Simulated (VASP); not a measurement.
# Al4NiPd3 (P4/mmm) in VASP: a series of runs, part 2 of 2

VASP 6.6.1. Earlier steps stand in the parts before.

**3. Single point, PBE, collinear spin, ferromagnetic start**

Contents of INCAR:

```
SYSTEM = Al4NiPd3
ALGO = Normal
EDIFF = 1E-6
ENCUT = 600
GGA = PE
GGA_COMPAT = .False.
ISIF = 2
ISMEAR = 0
ISPIN = 2
LASPH = .True.
LCHARG = .True.
LELF = .True.
LMAXMIX = 4
LORBIT = 11
LREAL = .False.
LVHAR = .True.
LWAVE = .False.
MAGMOM = 0 0 0 0 2 0 0 0
NBANDS = 40
NELM = 200
PREC = Accurate
SIGMA = 0.1
```

Contents of KPOINTS:

```
k-points
0
Gamma
  4 4 4
  0 0 0
```

Contents of POSCAR:

```
Al4NiPd3
1.0
    4.2857394271      0.0000000000      0.0000000000
    0.0000000000      4.2857394271      0.0000000000
    0.0000000000      0.0000000000      6.0955167202
Al Ni Pd
4 1 3
Direct
    0.5000000000      0.0000000000      0.2398373668
    0.0000000000      0.5000000000      0.2398373668
    0.5000000000      0.0000000000      0.7601626332
    0.0000000000      0.5000000000      0.7601626332
    0.0000000000      0.0000000000      0.0000000000
    0.5000000000      0.5000000000      0.0000000000
    0.0000000000      0.0000000000      0.5000000000
    0.5000000000      0.5000000000      0.5000000000
```

Potentials or basis: VASP PAW PBE potentials, release 64 (Al, Ni, Pd).

Started as:

```bash
$ cat potpaw_PBE.64/Al/POTCAR potpaw_PBE.64/Ni/POTCAR potpaw_PBE.64/Pd/POTCAR > POTCAR
$ mpirun -np 1 vasp_std > vasp.out
```

OUTCAR:

```text
SYSTEM = Al4NiPd3
   EDIFF = 1E-6
   ENCUT = 600
   GGA = PE
   ISIF = 2
   ISMEAR = 0
   ISPIN = 2
   LASPH = .True.
   LORBIT = 11
   LREAL = .False.
   NELM = 200
   PREC = Accurate

 ion  position               nearest neighbor table
   1  0.500  0.000  0.240-   5 2.59   6 2.59   6 2.59   5 2.59   7 2.67   8 2.67   8 2.67   7 2.67
                             3 2.92   2 3.03   2 3.03   2 3.03   2 3.03   3 3.17
   2  0.000  0.500  0.240-   5 2.59   6 2.59   5 2.59   6 2.59   7 2.67   7 2.67   8 2.67   8 2.67
                             4 2.92   1 3.03   1 3.03   1 3.03   1 3.03   4 3.17
   3  0.500  0.000  0.760-   5 2.59   6 2.59   6 2.59   5 2.59   7 2.67   8 2.67   8 2.67   7 2.67
                             1 2.92   4 3.03   4 3.03   4 3.03   4 3.03   1 3.17
   4  0.000  0.500  0.760-   5 2.59   6 2.59   5 2.59   6 2.59   7 2.67   7 2.67   8 2.67   8 2.67
                             2 2.92   3 3.03   3 3.03   3 3.03   3 3.03   2 3.17
   5  0.000  0.000  0.000-   1 2.59   2 2.59   3 2.59   4 2.59   2 2.59   4 2.59   1 2.59   3 2.59
                             6 3.03   6 3.03   6 3.03   6 3.03   7 3.05   7 3.05
   6  0.500  0.500  0.000-   1 2.59   2 2.59   3 2.59   4 2.59   1 2.59   3 2.59   2 2.59   4 2.59
                             5 3.03   5 3.03   5 3.03   5 3.03   8 3.05   8 3.05
   7  0.000  0.000  0.500-   1 2.67   2 2.67   3 2.67   4 2.67   2 2.67   4 2.67   1 2.67   3 2.67
                             8 3.03   8 3.03   8 3.03   8 3.03   5 3.05   5 3.05
   8  0.500  0.500  0.500-   1 2.67   2 2.67   3 2.67   4 2.67   1 2.67   3 2.67   2 2.67   4 2.67
                             7 3.03   7 3.03   7 3.03   7 3.03   6 3.05   6 3.05

  LATTYP: Found a simple tetragonal cell.
 ALAT       =     4.2857394271
 C/A-ratio  =     1.4222788912

  Lattice vectors:

 A1 = (   4.2857394271,   0.0000000000,   0.0000000000)
 A2 = (   0.0000000000,   4.2857394271,   0.0000000000)
 A3 = (   0.0000000000,   0.0000000000,   6.0955167202)

Analysis of symmetry for initial positions (statically):
=====================================================================
 Subroutine PRICEL returns:
 Original cell was already a primitive cell.

 Routine SETGRP: Setting up the symmetry group for a
 simple tetragonal supercell.

 Subroutine GETGRP returns: Found 16 space group operations
 (whereof 16 operations were pure point group operations)
 out of a pool of 16 trial point group operations.

The static configuration has the point symmetry D_4h.

Analysis of symmetry for dynamics (positions and initial velocities):
=====================================================================
 Subroutine PRICEL returns:
 Original cell was already a primitive cell.

 Routine SETGRP: Setting up the symmetry group for a
 simple tetragonal supercell.

 Subroutine GETGRP returns: Found 16 space group operations
 (whereof 16 operations were pure point group operations)
 out of a pool of 16 trial point group operations.

The dynamic configuration has the point symmetry D_4h.

Analysis of structural, dynamic, and magnetic symmetry:
=====================================================================
 Subroutine PRICEL returns:
 Original cell was already a primitive cell.

 Routine SETGRP: Setting up the symmetry group for a
 simple tetragonal supercell.

 Subroutine GETGRP returns: Found 16 space group operations
 (whereof 16 operations were pure point group operations)
 out of a pool of 16 trial point group operations.

The overall configuration has the point symmetry D_4h.

 Subroutine INISYM returns: Found 16 space group operations
[... 119 lines left out ...]
   IALGO  =     38    algorithm
   IMIX   =      4    mixing-type and parameters
     AMIX     =   0.40;   BMIX     =  1.00
     AMIX_MAG =   1.60;   BMIX_MAG =  1.00
  volume/ion in A,a.u.               =      13.99        94.44
  Fermi-wavevector in a.u.,A,eV,Ry     =   1.267813  2.395820 21.869328  1.607350
  Thomas-Fermi vector in A             =   2.400941
   LORBIT       =     11    0 simple, 1 ext, 2 COOP (PROOUT), +10 PAW based schemes
   GGA     = PE    functional components
   LHFCALC =     F    Hartree Fock is set to
   AEXX    =    0.0000 exact exchange contribution
   IVDW    =     0    specifies the selected vdW correction
   LEPSILON=     F    determine dielectric tensor
   LRPA    =     F    only Hartree local field effects (RPA)
 spin polarized calculation
 Gauss-broadening in eV      SIGMA  =   0.10
  energy-cutoff  :      600.00
  volume of cell :      111.96
 maximum number of plane-waves:      3754
 NGX is ok and might be reduce to    36
   NGX = 17   NGY = 17   NGZ = 25

 number of electron      52.0000006 magnetization       0.0002460

 Free energy of the ion-electron system (eV)
  ---------------------------------------------------
  ext. energy  EPLUGINS =         0.00000000
  ---------------------------------------------------
  free energy    TOTEN  =       -42.40151861 eV

  energy without entropy =      -42.36975309  energy(sigma->0) =      -42.38563585

 E-fermi :   9.9610     XC(G=0): -11.9444

 val. band max:        9.9295018995   @ k =   0.2500   0.2500   0.0000
 cond. band min:       9.9736086720   @ k =   0.5000   0.2500   0.2500
 fundamental gap:      0.0441067725
 Fermi energy:         9.9609957444

 spin component 1

 k-point     1 :       0.0000    0.0000    0.0000
  band No.  band energies     occupation
      1      -0.4042      1.00000
      2       3.3262      1.00000
      3       3.4239      1.00000
      4       3.4427      1.00000
      5       4.5061      1.00000
      6       4.5061      1.00000
[... 727 lines left out ...]
     37      19.3587      0.00000
     38      20.0864      0.00000
 Fermi energy:         9.9609957444

 spin component 2

 k-point     1 :       0.0000    0.0000    0.0000
  band No.  band energies     occupation
      1      -0.4042      1.00000
      2       3.3263      1.00000
      3       3.4240      1.00000
      4       3.4428      1.00000
      5       4.5061      1.00000
      6       4.5061      1.00000
[... 727 lines left out ...]
     37      19.3587      0.00000
     38      20.0832      0.00000
 [bands above 38 left out]

------------------------ aborting loop because EDIFF is reached ----------------------------------------

  FORCE on cell =-STRESS in cart. coord.  units (eV):
  Direction    XX          YY          ZZ          XY          YZ          ZX
  --------------------------------------------------------------------------------------
  -------------------------------------------------------------------------------------
  Total        0.0150874      0.0150874     -0.0357538      0.0000000     -0.0000000      0.0000000
  in kB        0.2159053      0.2159053     -0.5116472      0.0000000     -0.0000000      0.0000000
  external PRESSURE =      -0.0266122 kB  Pullay stress =       0.0000000 kB

 VOLUME and BASIS-vectors are now :
 -----------------------------------------------------------------------------
  energy-cutoff  :      600.00
  volume of cell :      111.96
      direct lattice vectors                 reciprocal lattice vectors
     4.285739427  0.000000000  0.000000000     0.233331965  0.000000000  0.000000000
     0.000000000  4.285739427  0.000000000     0.000000000  0.233331965  0.000000000
     0.000000000  0.000000000  6.095516720     0.000000000  0.000000000  0.164055001

 POSITION                                       TOTAL-FORCE (eV/Angst)
 -----------------------------------------------------------------------------------
      2.14287      0.00000      1.46193         0.000000     -0.000000     -0.012395
      0.00000      2.14287      1.46193        -0.000000     -0.000000     -0.012395
      2.14287      0.00000      4.63358         0.000000     -0.000000      0.012395
      0.00000      2.14287      4.63358         0.000000      0.000000      0.012395
      0.00000      0.00000      0.00000         0.000000      0.000000     -0.000000
      2.14287      2.14287      0.00000         0.000000      0.000000     -0.000000
      0.00000      0.00000      3.04776         0.000000      0.000000     -0.000000
      2.14287      2.14287      3.04776         0.000000      0.000000     -0.000000
 -----------------------------------------------------------------------------------
    total drift:                                0.000000      0.000000      0.000000

  FREE ENERGIE OF THE ION-ELECTRON SYSTEM (eV)
  ---------------------------------------------------
  free  energy   TOTEN  =       -42.4015186132 eV

  energy  without entropy=      -42.3697530906  energy(sigma->0) =      -42.38563585

 total charge

# of ion       s       p       d       tot
------------------------------------------
    1        0.372   0.375   0.000   0.748
    2        0.372   0.375   0.000   0.748
    3        0.372   0.375   0.000   0.748
    4        0.372   0.375   0.000   0.748
    5        0.431   0.430   8.453   9.314
    6        0.542   0.639   8.621   9.802
    7        0.507   0.573   8.590   9.670
    8        0.502   0.566   8.609   9.677
--------------------------------------------------
tot          3.472   3.708  34.273  41.453

 magnetization (x)

# of ion       s       p       d       tot
------------------------------------------
    1        0.000   0.000   0.000   0.000
    2        0.000   0.000   0.000   0.000
    3        0.000   0.000   0.000   0.000
    4        0.000   0.000   0.000   0.000
    5       -0.000   0.000  -0.000  -0.000
    6       -0.000  -0.000  -0.000  -0.000
    7        0.000   0.000  -0.000   0.000
    8        0.000   0.000  -0.000   0.000
--------------------------------------------------
tot          0.000   0.000  -0.000  -0.000
```

Run time: 4.6 min. Hardware: 1 thread of AMD EPYC 9755, shared host; peak memory 0.35 GiB.

Results:

```yaml
Free_energy: -42.4015 eV
Pressure: 0.0 GPa
Largest_force: 0.012 eV/Å
Band_gap_on_the_k_mesh: zero (filled and empty bands overlap)
Net_moment: 0.00 μB per cell
Valence_electrons_inside_the_program's_atomic_spheres: Al 0.75; Ni 9.31; Pd 9.80, 9.67, 9.68
```

Forces in eV/Å, atoms in the order of the input:
```
Al   0.000  0.000 -0.012
Al   0.000  0.000 -0.012
Al   0.000  0.000  0.012
Al   0.000  0.000  0.012
Ni   0.000  0.000  0.000
Pd   0.000  0.000  0.000
Pd   0.000  0.000  0.000
Pd   0.000  0.000  0.000
```

Levels at points of the mesh, in eV from the Fermi level:
Spin up:
```csv
k point,band 24,band 25,band 26,band 27,band 28,band 29
"(0.00, 0.00, 0.00)",-0.99,-0.67,1.76,2.08,2.45,2.48
"(0.50, 0.00, 0.00)",-1.04,-0.69,-0.48,1.15,1.30,2.42
"(0.50, 0.50, 0.00)",-1.62,-1.54,-1.16,-0.76,-0.59,1.98
"(0.00, 0.00, 0.50)",-0.32,0.19,0.19,0.68,1.01,1.90
"(0.50, 0.00, 0.50)",-1.72,2.16,2.34,2.52,2.68,2.72
"(0.50, 0.50, 0.50)",-1.64,-0.84,-0.82,-0.78,-0.59,4.60
```
Spin down:
```csv
k point,band 22,band 23,band 24,band 25,band 26,band 27,band 28,band 29,band 30,band 31
"(0.00, 0.00, 0.00)",-1.57,-1.39,-0.99,-0.67,1.76,2.08,2.45,2.48,2.48,2.62
"(0.50, 0.00, 0.00)",-1.76,-1.52,-1.04,-0.69,-0.48,1.15,1.30,2.42,3.02,4.86
"(0.50, 0.50, 0.00)",-1.77,-1.62,-1.62,-1.54,-1.16,-0.76,-0.59,1.98,2.19,2.63
"(0.00, 0.00, 0.50)",-0.99,-0.32,-0.32,0.19,0.19,0.68,1.01,1.90,2.13,2.59
"(0.50, 0.00, 0.50)",-1.97,-1.88,-1.72,2.16,2.34,2.52,2.68,2.73,2.79,2.79
"(0.50, 0.50, 0.50)",-1.78,-1.64,-1.64,-0.84,-0.82,-0.78,-0.59,4.60,4.60,4.60
```

Caveat: the k points lie up to 0.37 Å⁻¹ apart, too coarse for converged energies and pressures of a metal; the moments typed at the start vanished in this run.

**4. Single point, PBE, collinear spin, ferromagnetic start**

This run uses another cell than the first one, of 14.63 Å³/atom.

Contents of INCAR:

```
SYSTEM = Al4NiPd3
  PREC = Accurate
  ENCUT = 600
  EDIFF = 1E-6
  ISMEAR = 0
  SIGMA = 0.1
  LREAL = .FALSE.
  LASPH = .TRUE.
  NELM = 200
  ALGO = Normal
  ISIF = 2
  LWAVE = .FALSE.
  LCHARG = .FALSE.
  ISPIN = 2
  MAGMOM = 0 0 0 0 2 0 0 0
  LORBIT = 11
  LMAXMIX = 4
  GGA = PE
  NBANDS = 40
  GGA_COMPAT = .FALSE.
```

Contents of KPOINTS:

```
Automatic mesh
0
G
  4 4 4
  0 0 0
```

Contents of POSCAR:

```
Al4NiPd3
1.0
    4.3581895400      0.0000000000      0.0000000000
    0.0000000000      4.3581895400      0.0000000000
    0.0000000000      0.0000000000      6.1634107600
Al Ni Pd
4 1 3
Direct
    0.5000000000      0.0000000000      0.2500000000
    0.0000000000      0.5000000000      0.2500000000
    0.5000000000      0.0000000000      0.7500000000
    0.0000000000      0.5000000000      0.7500000000
    0.0000000000      0.0000000000      0.0000000000
    0.5000000000      0.5000000000      0.0000000000
    0.0000000000      0.0000000000      0.5000000000
    0.5000000000      0.5000000000      0.5000000000
```

Started as:

```bash
$ cat potpaw_PBE.64/Al/POTCAR potpaw_PBE.64/Ni/POTCAR potpaw_PBE.64/Pd/POTCAR > POTCAR
$ mpirun -np 1 vasp_std > vasp.out
```

It took 5.1 min on 1 thread of AMD EPYC 9755, shared host; peak memory 0.35 GiB.

Results (log left out):

- Free energy: -42.2338 eV
- Pressure: -6.0 GPa
- Largest force: 0.483 eV/Å
- Band gap on the k mesh: zero (filled and empty bands overlap)
- Net moment: 0.00 μB per cell
- Valence electrons inside the program's atomic spheres: Al 0.73; Ni 9.20; Pd 9.63, 9.65, 9.66

Forces in eV/Å, atoms in the order of the input:
```
Al   0.000  0.000 -0.483
Al   0.000  0.000 -0.483
Al   0.000  0.000  0.483
Al   0.000  0.000  0.483
Ni   0.000  0.000  0.000
Pd   0.000  0.000  0.000
Pd   0.000  0.000  0.000
Pd   0.000  0.000  0.000
```

Stress tensor (GPa, compression positive):
```
-6.08  0.00  0.00
 0.00 -6.08  0.00
 0.00  0.00 -5.82
```

Levels at points of the mesh, in eV from the Fermi level:
Spin up:
| k point | band 24 | band 25 | band 26 | band 27 | band 28 | band 29 |
| --- | --- | --- | --- | --- | --- | --- |
| (0.00, 0.00, 0.00) | -0.89 | -0.64 | 1.50 | 1.95 | 2.36 | 2.49 |
| (0.50, 0.00, 0.00) | -0.96 | -0.66 | -0.46 | 1.11 | 1.25 | 2.28 |
| (0.50, 0.50, 0.00) | -1.48 | -1.48 | -1.20 | -0.71 | -0.59 | 1.87 |
| (0.00, 0.00, 0.50) | -0.05 | 0.01 | 0.01 | 0.72 | 0.94 | 1.92 |
| (0.50, 0.00, 0.50) | -1.53 | 2.19 | 2.41 | 2.44 | 2.58 | 2.61 |
| (0.50, 0.50, 0.50) | -1.50 | -0.97 | -0.95 | -0.69 | -0.52 | 4.21 |
Spin down:
```
           k point  band 24  band 25  band 26  band 27  band 28  band 29
(0.00, 0.00, 0.00)    -0.89    -0.64     1.50     1.96     2.36     2.49
(0.50, 0.00, 0.00)    -0.96    -0.66    -0.46     1.11     1.25     2.28
(0.50, 0.50, 0.00)    -1.48    -1.48    -1.20    -0.71    -0.59     1.87
(0.00, 0.00, 0.50)    -0.05     0.01     0.01     0.72     0.94     1.92
(0.50, 0.00, 0.50)    -1.53     2.19     2.41     2.44     2.58     2.61
(0.50, 0.50, 0.50)    -1.50    -0.97    -0.95    -0.69    -0.52     4.21
```

Caveat: the k points lie up to 0.36 Å⁻¹ apart, too coarse for converged energies and pressures of a metal; the moments typed at the start vanished in this run.

The gap in the log of VASP goes by the Fermi energy; the results here count the filled bands.